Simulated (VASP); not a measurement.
# WS2 in VASP: single point with AM05

Aim: the single point of WS2 with AM05.

Program: VASP 6.6.1. These are calculated values, not measurements. Logs are shortened: lines on timing, memory, paths and dates and some standing lists are left out, and cuts for length are marked.

### 1 The cell of the first run

The cell holds a sheet with vacuum, 3 atoms: a = 3.158 Å, b = 3.158 Å, c = 19.130 Å, α = 90.00°, β = 90.00°, γ = 120.00°.

### 2 Single point, AM05

Contents of POSCAR:

```
WS2
1.0
    3.1580000000      0.0000000000      0.0000000000
   -1.5790000000     -2.7349082252      0.0000000000
    0.0000000000      0.0000000000    -19.1303570000
S W
2 1
Direct
    0.0000000000      0.0000000000      0.4181835185
    1.0000000000      1.0000000000      0.5818164815
    0.6666666667      0.3333333333      0.5009826354
```

Contents of INCAR.step1:

```
LDIPOL   = True         
IDIPOL   = 3            
DIPOL    = 0.5 0.5 0.500
ISMEAR   = 0              # smearing method
SIGMA    = 0.03           # smearing width, eV
LWAVE    = True           # write WAVECAR
LCHARG   = True           # write CHGCAR
ISIF     = 0              # what is computed and relaxed
NELM     = 100            # most SCF steps
ALGO     = Normal         # electronic algorithm
PREC     = Accurate       # precision mode
LASPH    = True           # aspherical terms in the spheres
LREAL    = False          # projectors in reciprocal space
EDIFF    = 1E-5           # SCF threshold, eV
GGA_COMPAT= False        
ENCUT    = 400            # plane-wave cutoff, eV
EFERMI   = MIDGAP       
NELMDL   = -8           
GGA      = PE             # functional
```

Contents of INCAR.step2:

```
GGA      = AM             # functional
LDIPOL   = True         
IDIPOL   = 3            
DIPOL    = 0.5 0.5 0.500
ISMEAR   = 0              # smearing method
SIGMA    = 0.03           # smearing width, eV
LWAVE    = False          # write WAVECAR
LCHARG   = False          # write CHGCAR
ISIF     = 0              # what is computed and relaxed
NELM     = 100            # most SCF steps
ALGO     = All            # electronic algorithm
PREC     = Accurate       # precision mode
LASPH    = True           # aspherical terms in the spheres
LREAL    = False          # projectors in reciprocal space
EDIFF    = 1E-6           # SCF threshold, eV
GGA_COMPAT= False        
ENCUT    = 400            # plane-wave cutoff, eV
EFERMI   = MIDGAP       
NELMDL   = -8           
ISTART   = 1            
ISEARCH  = 1
```

Contents of KPOINTS:

```
k-points
0
Gamma
  6 6 1
```

Potentials or basis: VASP PAW PBE potentials, release 64 (S, W_sv).

The run is started by

```console
cat potpaw_PBE.64/S/POTCAR potpaw_PBE.64/W_sv/POTCAR > POTCAR
cp INCAR.step1 INCAR
mpirun -np 1 vasp_std > vasp.out
cp INCAR.step2 INCAR
mpirun -np 1 vasp_std > vasp.out
```

OUTCAR:

```text
GGA = AM
   ISMEAR = 0
   ISIF = 0
   NELM = 100
   PREC = Accurate
   LASPH = True
   LREAL = False
   EDIFF = 1E-6
   ENCUT = 400
   EFERMI = MIDGAP
   NELMDL = -8
   ISTART = 1

 Found      7 irreducible k-points:

 Following reciprocal coordinates:
            Coordinates               Weight
  0.000000  0.000000  0.000000      1.000000
  0.166667  0.000000  0.000000      6.000000
  0.333333  0.000000  0.000000      6.000000
  0.500000  0.000000  0.000000      3.000000
  0.166667  0.166667  0.000000      6.000000
  0.333333  0.166667  0.000000     12.000000
   k-points           NKPTS =      7   k-points in BZ     NKDIM =      7   number of bands    NBANDS=     17
   number of dos      NEDOS =    301   number of ions     NIONS =      3
   total plane-waves  NPLWV =  72576
   dimension x,y,z NGX =    24 NGY =   24 NGZ =  126
   dimension x,y,z NGXF=    48 NGYF=   48 NGZF=  252
   ions per type =               2   1
   NGX,Y,Z   is equivalent  to a cutoff of  12.63, 12.63, 10.95 a.u.
   NGXF,Y,Z  is equivalent  to a cutoff of  25.27, 25.27, 21.90 a.u.
 SYSTEM =  unknown system
   PREC   = accura    normal or accurate (medium, high low for compatibility)
   ISTART =      1    job   : 0-new  1-cont  2-samecut
   ICHARG =      0    charge: 1-file 2-atom 10-const
   ISPIN  =      1    spin polarized calculation?
   LNONCOLLINEAR =      F non collinear calculations
   LSORBIT =      F    spin-orbit coupling
   LASPH  =      T    aspherical Exc in radial PAW
   ENCUT  =  400.0 eV  29.40 Ry    5.42 a.u.   5.15  5.15 31.20*2*pi/ulx,y,z
   NELM   =    100;   NELMIN=  2; NELMDL= -8     # of ELM steps
   EDIFF  = 0.1E-05   stopping-criterion for ELM
   LREAL  =      F    real-space projection
   EDIFFG = 0.1E-04   stopping-criterion for IOM
   NSW    =      0    number of steps for IOM
   IBRION =     -1    ionic relax: 0-MD 1-quasi-New 2-CG
   NFREE  =      0    steps in history (QN), initial steepest desc. (CG)
   ISIF   =      0    stress and relaxation
   ISYM   =      2    0-nonsym 1-usesym 2-fastsym
   POTIM  = 0.5000    time-step for ionic-motion
   TEBEG  =    0.0;   TEEND  =   0.0 temperature during run

   SCALEE = 1.0000    scale energy and forces
   PSTRESS=    0.0 pullay stress
   NELECT =      26.0000    total number of electrons
   NUPDOWN=      -1.0000    fix difference up-down
   EMIN   =  10.00;   EMAX   =-10.00  energy-range for DOS
   EFERMI =   0.00;   METHOD = MIDGAP
   ISMEAR =     0;   SIGMA  =   0.03  broadening in eV -4-tet -1-fermi 0-gaus
   EFERMI_NEDOS =   21; number of points for ismear=-14 and -15
   IALGO  =     58    algorithm
   IMIX   =      4    mixing-type and parameters
     AMIX     =   0.40;   BMIX     =  1.00
     AMIX_MAG =   1.60;   BMIX_MAG =  1.00
  volume/ion in A,a.u.               =      55.08       371.67
  Fermi-wavevector in a.u.,A,eV,Ry     =   0.883839  1.670214 10.628488  0.781172
  Thomas-Fermi vector in A             =   2.004659
   LORBIT       =      0    0 simple, 1 ext, 2 COOP (PROOUT), +10 PAW based schemes
   GGA     = AM    functional components
   LHFCALC =     F    Hartree Fock is set to
   AEXX    =    0.0000 exact exchange contribution
   IVDW    =     0    specifies the selected vdW correction
   LEPSILON=     F    determine dielectric tensor
   LRPA    =     F    only Hartree local field effects (RPA)

   CSHIFT  =0.1000    complex shift for real part using Kramers Kronig

   OMEGAMAX=  -1.0    maximum frequency
 non-spin polarized calculation
 Gauss-broadening in eV      SIGMA  =   0.03
  energy-cutoff  :      400.00
  volume of cell :      165.23
 maximum number of plane-waves:      3018
 NGX is ok and might be reduce to    24
   NGX = 11   NGY = 11   NGZ = 63

 dipol+quadrupol energy correction        -1285.343083 eV

 added-field ion interaction        -13.964074 eV  (added to PSCEN)

 dipol+quadrupol energy correction          -35.997865 eV

 added-field ion interaction          0.000810 eV  (added to PSCEN)

 number of electron      25.9999995 magnetization

 DIPCOR: dipole corrections for dipol
 direction  3 min pos     1,
 dipolmoment           0.000000      0.000000     -0.001025 electrons x Angstroem
 Tr[quadrupol]       -28.623428

 energy correction for charged system         0.000000 eV

 dipol+quadrupol energy correction           -0.000001 eV

 added-field ion interaction         -0.000295 eV  (added to PSCEN)

 Free energy of the ion-electron system (eV)
  ---------------------------------------------------
  ext. energy  EPLUGINS =         0.00000000
  ---------------------------------------------------
  free energy    TOTEN  =       -24.59120906 eV

  energy without entropy =      -24.59120906  energy(sigma->0) =      -24.59120906

 E-fermi :  -1.1162     XC(G=0):  -5.4039

 val. band max:       -1.6363454322   @ k =   0.3333   0.3333   0.0000
 cond. band min:      -0.4766350967   @ k =   0.0000   0.0000   0.0000
 fundamental gap:      1.1597103355
 Fermi energy:        -1.1161948282

 k-point     1 :       0.0000    0.0000    0.0000
  band No.  band energies     occupation
      1     -75.6142      2.00000
      2     -39.8611      2.00000
      3     -39.6763      2.00000
      4     -39.6763      2.00000
      5     -16.4686      2.00000
      6     -14.7730      2.00000
[... 9 lines left out ...]
     16       1.4552      0.00000
     17       1.5823      0.00000

 k-point     2 :       0.1667    0.0000    0.0000
  band No.  band energies     occupation
      1     -75.6094      2.00000
      2     -39.8443      2.00000
      3     -39.7691      2.00000
      4     -39.6979      2.00000
      5     -16.0088      2.00000
      6     -14.6044      2.00000
[... 9 lines left out ...]
     16       1.1505      0.00000
     17       1.2473      0.00000

 k-point     3 :       0.3333    0.0000    0.0000
  band No.  band energies     occupation
      1     -75.6000      2.00000
      2     -39.9504      2.00000
      3     -39.8105      2.00000
      4     -39.7407      2.00000
      5     -14.9270      2.00000
      6     -14.2172      2.00000
[... 9 lines left out ...]
     16       1.7575      0.00000
     17       2.0847      0.00000

 k-point     4 :       0.5000    0.0000    0.0000
  band No.  band energies     occupation
      1     -75.5953      2.00000
      2     -40.0389      2.00000
      3     -39.7935      2.00000
      4     -39.7620      2.00000
      5     -14.2431      2.00000
      6     -13.9838      2.00000
[... 9 lines left out ...]
     16       2.9644      0.00000
     17       5.6796      0.00000

 k-point     5 :       0.1667    0.1667    0.0000
  band No.  band energies     occupation
      1     -75.6024      2.00000
      2     -39.8885      2.00000
      3     -39.8189      2.00000
      4     -39.7476      2.00000
      5     -15.2275      2.00000
      6     -14.3178      2.00000
[... 9 lines left out ...]
     16       1.2232      0.00000
     17       1.4219      0.00000

 k-point     6 :       0.3333    0.1667    0.0000
  band No.  band energies     occupation
      1     -75.5953      2.00000
      2     -39.9938      2.00000
      3     -39.8090      2.00000
      4     -39.7935      2.00000
      5     -14.2670      2.00000
      6     -13.9643      2.00000
[... 9 lines left out ...]
     16       2.0833      0.00000
     17       4.0361      0.00000

 [... further k-points ...]

------------------------ aborting loop because EDIFF is reached ----------------------------------------

 vacuum level on the upper side and lower side of the slab       (xc-potential included)        -5.751        -5.687

 VOLUME and BASIS-vectors are now :
 -----------------------------------------------------------------------------
  energy-cutoff  :      400.00
  volume of cell :      165.23
      direct lattice vectors                 reciprocal lattice vectors
     3.158000000  0.000000000  0.000000000     0.316656111 -0.182821491  0.000000000
    -1.579000000 -2.734908225  0.000000000     0.000000000 -0.365642982  0.000000000
     0.000000000  0.000000000-19.130357000     0.000000000  0.000000000 -0.052272940

 POSITION                                       TOTAL-FORCE (eV/Angst)
 -----------------------------------------------------------------------------------
      0.00000      0.00000     -8.00000        -0.000000     -0.000000     -0.416652
      0.00000      0.00000    -11.13036         0.000000     -0.000000     -0.202064
      1.57900     -0.91164     -9.58398        -0.000000      0.000000      0.618716
 -----------------------------------------------------------------------------------
    total drift:                               -0.000000     -0.000000      0.000062

  FREE ENERGIE OF THE ION-ELECTRON SYSTEM (eV)
  ---------------------------------------------------
  free  energy   TOTEN  =       -24.5912090619 eV

  energy  without entropy=      -24.5912090619  energy(sigma->0) =      -24.59120906

 vacuum level on the upper side and lower side of the slab        -1.673        -1.662
```

OSZICAR.step1:

```text
N       E                     dE             d eps       ncg     rms          rms(c)
DAV:   1     0.155227642435E+03    0.15523E+03   -0.12551E+04   294   0.102E+03
DAV:   2    -0.136620227690E+02   -0.16889E+03   -0.16784E+03   327   0.253E+02
DAV:   3    -0.248291343783E+02   -0.11167E+02   -0.11146E+02   313   0.676E+01
[... 13 lines left out ...]
DAV:  17    -0.236506132899E+02   -0.79537E-04   -0.32465E-05   274   0.289E-02    0.920E-03
DAV:  18    -0.236506970817E+02   -0.83792E-04   -0.21955E-05   224   0.216E-02    0.127E-02
DAV:  19    -0.236507168134E+02   -0.19732E-04   -0.12901E-06   165   0.567E-03    0.484E-03
DAV:  20    -0.236507560554E+02   -0.39242E-04   -0.43781E-06   216   0.724E-03    0.325E-03
DAV:  21    -0.236507633306E+02   -0.72751E-05   -0.17332E-06   199   0.376E-03
   1 F= -.23650763E+02 E0= -.23650763E+02  d E =0.000000E+00
```

It took 2 min on 1 thread of Intel Xeon Platinum 8559C (Emerald Rapids), shared host; peak memory 0.24 GiB.

What came out:

```
Free energy            : -24.5912 eV
Largest force          : 0.619 eV/Å
Band gap on the k mesh : 1.16 eV (least direct gap 1.25 eV)
```

Forces in eV/Å, atoms in the order of the input:
```
S    0.000  0.000 -0.417
S    0.000  0.000 -0.202
W    0.000  0.000  0.619
```

Caveat: the PAW data sets were made with another functional, which shifts forces and pressure a little; spin-orbit coupling is left out, which moves the levels of the heavy elements.
